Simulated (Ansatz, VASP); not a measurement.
# Two plane-wave programs on LiCl

```xyz
2
Lattice="0.0000 2.5560 2.5560 2.5560 0.0000 2.5560 2.5560 2.5560 0.0000" Properties=species:S:1:pos:R:3 pbc="T T T"
Li    0.0000    0.0000    0.0000
Cl    2.5560    2.5560    2.5560
```

Alike in both runs: task single point; functional HSE06; k mesh 4 × 4 × 4; no spin polarisation.

|  | VASP | Ansatz |
| --- | --- | --- |
| version | VASP 6.6.1 | Ansatz 0.2.0 |
| potentials or method | VASP PAW PBE potentials, release 64 (Li_sv, Cl) | plane waves, PAW |
| plane-wave cutoff (eV) | 520 | 420 |
| occupations | gaussian, width 0.01 eV | fixed |
| valence electrons in the cell | 10 | 10 |

```csv
,VASP,Ansatz,Ansatz less VASP
gap on the k mesh at the Fermi level (eV),7.80,7.79,-0.007
```

Ansatz's warnings: stress exchange threshold loose, stress scf threshold loose.

The k mesh is coarse, so the values compare programs but aren't converged. Noted on VASP's run: the cutoff is short for stress, so the pressure is rough.
